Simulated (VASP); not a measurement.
# Ge (P6/mmm) in VASP: a series of runs, part 2 of 2

VASP 6.6.1.

### 3 Single point, PBE (volume scaled by 0.68)

Input file INCAR:

```
SYSTEM = Ge
PREC = Accurate
ENCUT = 520
EDIFF = 1E-6
ISMEAR = -1
SIGMA = 0.1
LREAL = .False.
LASPH = .True.
NELM = 80
ALGO = Normal
ISIF = 2
LWAVE = .False.
LCHARG = .False.
GGA = PE
NBANDS = 13
```

Input file KPOINTS:

```
Automatic mesh
0
Gamma
  17 17 15
  0 0 0
```

Input file POSCAR:

```
Ge
1.0
    2.5341786267      0.0000000000      0.0000000000
   -1.2670893133      2.1946630685      0.0000000000
    0.0000000000      0.0000000000      2.3707312359
Ge
1
Direct
    0.0000000000      0.0000000000      0.0000000000
```

Potentials or basis: VASP PAW PBE potentials, release 64 (Ge_d).

Launch:

```bash
$ cat potpaw_PBE.64/Ge_d/POTCAR > POTCAR
$ mpirun -np 1 vasp_std > vasp.out
```

OUTCAR:

```text
SYSTEM = Ge
   PREC = Accurate
   ENCUT = 520
   EDIFF = 1E-6
   ISMEAR = -1
   LREAL = .False.
   LASPH = .True.
   NELM = 80
   ISIF = 2
   GGA = PE

 ion  position               nearest neighbor table
   1  0.000  0.000  0.000-

  LATTYP: Found a hexagonal cell.
 ALAT       =     2.5341786267
 C/A-ratio  =     0.9355028138

  Lattice vectors:

 A1 = (   2.5341786267,   0.0000000000,   0.0000000000)
 A2 = (  -1.2670893133,   2.1946630685,   0.0000000000)
 A3 = (   0.0000000000,   0.0000000000,   2.3707312359)

Analysis of symmetry for initial positions (statically):
=====================================================================
 Subroutine PRICEL returns:
 Original cell was already a primitive cell.

 Routine SETGRP: Setting up the symmetry group for a
 hexagonal supercell.

 Subroutine GETGRP returns: Found 24 space group operations
 (whereof 24 operations were pure point group operations)
 out of a pool of 24 trial point group operations.

The static configuration has the point symmetry D_6h.

Analysis of symmetry for dynamics (positions and initial velocities):
[... 159 lines left out ...]
 val. band max:       11.3888305722   @ k =   0.4118   0.1765   0.1333
 cond. band min:      11.4267757485   @ k =   0.3529   0.2353   0.3333
 fundamental gap:      0.0379451762
 Fermi energy:        11.3977353199

 k-point     1 :       0.0000    0.0000    0.0000
  band No.  band energies     occupation
      1     -14.1887      2.00000
      2     -13.8886      2.00000
      3     -13.8886      2.00000
      4     -13.5219      2.00000
      5     -13.5219      2.00000
      6      -5.5278      2.00000
      7      20.1206      0.00000
      8      23.0273      0.00000
      9      23.0273      0.00000
     10      23.3074      0.00000
     11      28.0078      0.00000
     12      28.0078      0.00000
     13      28.0575      0.00000
[... 354 lines left out ...]
  band No.  band energies     occupation
      1     -14.0792      2.00000
      2     -13.9293      2.00000
      3     -13.6851      2.00000
      4     -13.6170      2.00000
      5     -13.5548      2.00000
      6      -2.5226      2.00000
      7      11.8493      0.02164
      8      13.3481      0.00000
      9      23.1885      0.00000
     10      26.4815      0.00000
     11      28.4215      0.00000
     12      31.4511      0.00000
     13      38.5782      0.00000

 [... further k-points ...]
[... 5 lines left out ...]
  --------------------------------------------------------------------------------------
  -------------------------------------------------------------------------------------
  Total        5.0888790      5.0888790      5.0573774      0.0000000     -0.0000000      0.0000000
  in kB      618.3655784    618.3655784    614.5377242      0.0000000     -0.0000000      0.0000000
  external PRESSURE =     617.0896270 kB  Pullay stress =       0.0000000 kB

 VOLUME and BASIS-vectors are now :
 -----------------------------------------------------------------------------
  energy-cutoff  :      520.00
  volume of cell :       13.19
      direct lattice vectors                 reciprocal lattice vectors
     2.534178627  0.000000000  0.000000000     0.394605175  0.227825404  0.000000000
    -1.267089313  2.194663069  0.000000000     0.000000000  0.455650808  0.000000000
     0.000000000  0.000000000  2.370731236     0.000000000  0.000000000  0.421810783

 POSITION                                       TOTAL-FORCE (eV/Angst)
 -----------------------------------------------------------------------------------
      0.00000      0.00000      0.00000        -0.000000      0.000000      0.000000
 -----------------------------------------------------------------------------------
    total drift:                               -0.000000      0.000000     -0.000000

  FREE ENERGIE OF THE ION-ELECTRON SYSTEM (eV)
  ---------------------------------------------------
  free  energy   TOTEN  =        -3.4414897748 eV

  energy  without entropy=       -3.4304336710  energy(sigma->0) =       -3.43596172
```

OSZICAR:

```text
N       E                     dE             d eps       ncg     rms          rms(c)
DAV:   1     0.586154000496E+02    0.58615E+02   -0.67992E+03  8065   0.326E+03
DAV:   2     0.351422408212E+00   -0.58264E+02   -0.55083E+02  7284   0.403E+02
DAV:   3    -0.344704203006E+01   -0.37985E+01   -0.37761E+01  7833   0.626E+01
DAV:   4    -0.348017678944E+01   -0.33135E-01   -0.33131E-01  7867   0.612E+00
DAV:   5    -0.348038861182E+01   -0.21182E-03   -0.21182E-03  7889   0.517E-01    0.265E+00
DAV:   6    -0.345774920116E+01    0.22639E-01   -0.62644E-03  8871   0.221E+00    0.152E+00
DAV:   7    -0.344167494767E+01    0.16074E-01   -0.88933E-03  9601   0.194E+00    0.998E-02
DAV:   8    -0.344149462390E+01    0.18032E-03   -0.86330E-04  8374   0.815E-01    0.381E-02
DAV:   9    -0.344149292584E+01    0.16981E-05   -0.48475E-05  9940   0.176E-01    0.259E-02
DAV:  10    -0.344148994508E+01    0.29808E-05   -0.18769E-06  7739   0.238E-02    0.125E-03
DAV:  11    -0.344148977481E+01    0.17027E-06   -0.19746E-07  4477   0.108E-02
   1 F= -.34414898E+01 E0= -.34359617E+01  d E =-.110561E-01
```

stdout:

```text
POSCAR found type information on POSCAR Ge
 POSCAR found :  1 types and       1 ions
 scaLAPACK will be used
 LDA part: xc-table for (Slater+PW92), standard interpolation
 POSCAR, INCAR and KPOINTS ok, starting setup
 FFT: planning ... GRIDC
 FFT: planning ... GRID_SOFT
 FFT: planning ... GRID
 WAVECAR not read
 entering main loop
```

It took 13 s on 1 thread of Intel Xeon 6975P-C (Granite Rapids), shared host; peak memory 0.15 GiB.

What came out:

```
Free energy            : -3.4415 eV
Pressure               : 61.7 GPa
Band gap on the k mesh : zero (band 7 reaches 20.24 eV, above the bottom of band 8 at 6.89 eV)
```

Levels at points of the mesh, in eV from the Fermi level:
| k point | band 4 | band 5 | band 6 | band 7 | band 8 | band 9 | band 10 | band 11 |
| --- | --- | --- | --- | --- | --- | --- | --- | --- |
| (0.00, 0.00, 0.00) | -24.92 | -24.92 | -16.93 | 8.72 | 11.63 | 11.63 | 11.91 | 16.61 |

### 4 Single point, PBE (volume scaled by 0.78)

Input file INCAR:

```
SYSTEM = Ge
PREC = Accurate
ENCUT = 520
EDIFF = 1E-6
ISMEAR = -1
SIGMA = 0.1
LREAL = .FALSE.
LASPH = .TRUE.
NELM = 80
ALGO = Normal
ISIF = 2
LWAVE = .FALSE.
LCHARG = .FALSE.
GGA = PE
NBANDS = 13
```

Input file KPOINTS:

```
Automatic mesh
0
G
  17 17 15
  0 0 0
```

Input file POSCAR:

```
Ge
1.0
    2.6519093177      0.0000000000      0.0000000000
   -1.3259546588      2.2966208377      0.0000000000
    0.0000000000      0.0000000000      2.4832767410
Ge
1
Direct
    0.0000000000      0.0000000000      0.0000000000
```

Potentials or basis: VASP PAW PBE potentials, release 64 (Ge_d).

Launch:

```bash
$ cat potpaw_PBE.64/Ge_d/POTCAR > POTCAR
$ mpirun -np 1 vasp_std > vasp.out
```

OUTCAR:

```text
SYSTEM = Ge
   PREC = Accurate
   ENCUT = 520
   EDIFF = 1E-6
   ISMEAR = -1
   LREAL = .FALSE.
   LASPH = .TRUE.
   NELM = 80
   ISIF = 2
   GGA = PE

 ion  position               nearest neighbor table
   1  0.000  0.000  0.000-

  LATTYP: Found a hexagonal cell.
 ALAT       =     2.6519093177
 C/A-ratio  =     0.9364108812

  Lattice vectors:

 A1 = (   2.6519093177,   0.0000000000,   0.0000000000)
 A2 = (  -1.3259546588,   2.2966208377,   0.0000000000)
 A3 = (   0.0000000000,   0.0000000000,   2.4832767410)
[... 554 lines left out ...]
      5     -15.3581      2.00000
      6      -3.2595      2.00000
      7       9.6662      0.11762
      8      11.4386      0.00000
      9      19.9598      0.00000
     10      23.5341      0.00000
     11      25.0841      0.00000
     12      27.9179      0.00000
     13      34.0349      0.00000

 [... further k-points ...]
[... 5 lines left out ...]
  --------------------------------------------------------------------------------------
  -------------------------------------------------------------------------------------
  Total        2.7439921      2.7439921      2.7354331      0.0000000     -0.0000000     -0.0000000
  in kB      290.6834748    290.6834748    289.7767870      0.0000000     -0.0000000     -0.0000000
  external PRESSURE =     290.3812455 kB  Pullay stress =       0.0000000 kB

 VOLUME and BASIS-vectors are now :
 -----------------------------------------------------------------------------
  energy-cutoff  :      520.00
  volume of cell :       15.12
      direct lattice vectors                 reciprocal lattice vectors
     2.651909318  0.000000000  0.000000000     0.377086801  0.217711166  0.000000000
    -1.325954659  2.296620838  0.000000000     0.000000000  0.435422332  0.000000000
     0.000000000  0.000000000  2.483276741     0.000000000  0.000000000  0.402693741

 POSITION                                       TOTAL-FORCE (eV/Angst)
 -----------------------------------------------------------------------------------
      0.00000      0.00000      0.00000         0.000000      0.000000      0.000000
 -----------------------------------------------------------------------------------
    total drift:                               -0.000000      0.000000     -0.000000

  FREE ENERGIE OF THE ION-ELECTRON SYSTEM (eV)
  ---------------------------------------------------
  free  energy   TOTEN  =        -3.9706056545 eV

  energy  without entropy=       -3.9578057213  energy(sigma->0) =       -3.96420569
```

stdout:

```text
POSCAR found type information on POSCAR Ge
 POSCAR found :  1 types and       1 ions
 scaLAPACK will be used
 LDA part: xc-table for (Slater+PW92), standard interpolation
 POSCAR, INCAR and KPOINTS ok, starting setup
 FFT: planning ... GRIDC
 FFT: planning ... GRID_SOFT
 FFT: planning ... GRID
 WAVECAR not read
 entering main loop
```

Wall time 13 s (1 thread of Intel Xeon 6975P-C (Granite Rapids), shared host); peak memory 0.16 GiB.

What came out:

```yaml
Free_energy: -3.9706 eV
Pressure: 29.0 GPa
Band_gap_on_the_k_mesh: zero (band 7 reaches 17.40 eV, above the bottom of band 8 at 5.57 eV)
```

Levels at points of the mesh, in eV from the Fermi level:
```csv
k point,band 4,band 5,band 6,band 7,band 8,band 9,band 10,band 11
"(0.00, 0.00, 0.00)",-24.72,-24.72,-15.35,7.91,10.28,10.28,11.19,15.63
```

### 5 Single point, PBE (volume scaled by 0.88)

Input file INCAR:

```
SYSTEM = Ge
PREC = Accurate ; ENCUT = 520
EDIFF = 1E-7 ; ISMEAR = -1
SIGMA = 0.1 ; LREAL = .False.
LASPH = .True. ; NELM = 60
ALGO = Normal ; ISIF = 2
LWAVE = .False. ; LCHARG = .False.
GGA = PE ; NBANDS = 13
```

Input file KPOINTS:

```
regular mesh
0
Gamma
  17 17 15
  0 0 0
```

Input file POSCAR:

```
Ge
1.0
    2.7606942272      0.0000000000      0.0000000000
   -1.3803471136      2.3908313329      0.0000000000
    0.0000000000      0.0000000000      2.5851986148
Ge
1
Direct
    0.0000000000      0.0000000000      0.0000000000
```

Launch:

```bash
$ cat potpaw_PBE.64/Ge_d/POTCAR > POTCAR
$ mpirun -np 1 vasp_std > vasp.out
```

It took 16 s on 1 thread of Intel Xeon 6975P-C (Granite Rapids), shared host; peak memory 0.17 GiB.

The run converged. Its results:

```
Free energy            : -4.2057 eV
Pressure               : 11.4 GPa
Band gap on the k mesh : zero (band 7 reaches 15.17 eV, above the bottom of band 8 at 4.56 eV)
```

Levels at points of the mesh, in eV from the Fermi level:
```csv
k point,band 3,band 4,band 5,band 6,band 7,band 8,band 9,band 10,band 11,band 12
"(0.00, 0.00, 0.00)",-24.81,-24.62,-24.62,-14.13,7.24,9.16,9.16,10.64,14.81,14.81
```

### 6 Overview

| cell | gap on the mesh (eV) | pressure (GPa) |
| --- | --- | --- |
| a = 2.404, b = 2.404, c = 2.247 Å, angles 90.0, 90.0, 120.0°, 1 atom | none | 126.6 |
| a = 2.534, b = 2.534, c = 2.371 Å, angles 90.0, 90.0, 120.0°, 1 atom | none | 61.7 |
| a = 2.652, b = 2.652, c = 2.483 Å, angles 90.0, 90.0, 120.0°, 1 atom | none | 29.0 |
| a = 2.761, b = 2.761, c = 2.585 Å, angles 90.0, 90.0, 120.0°, 1 atom | none | 11.4 |

Alike in all rows: task single point; level PBE; potentials or basis VASP PAW PBE potentials, release 64 (Ge_d); no spin polarisation; k mesh 17 × 17 × 15; cutoff (eV) 520; smearing fermi-dirac 0.1 eV.

Total energies depend on the potentials used, so only differences within one code and one set of settings carry meaning.
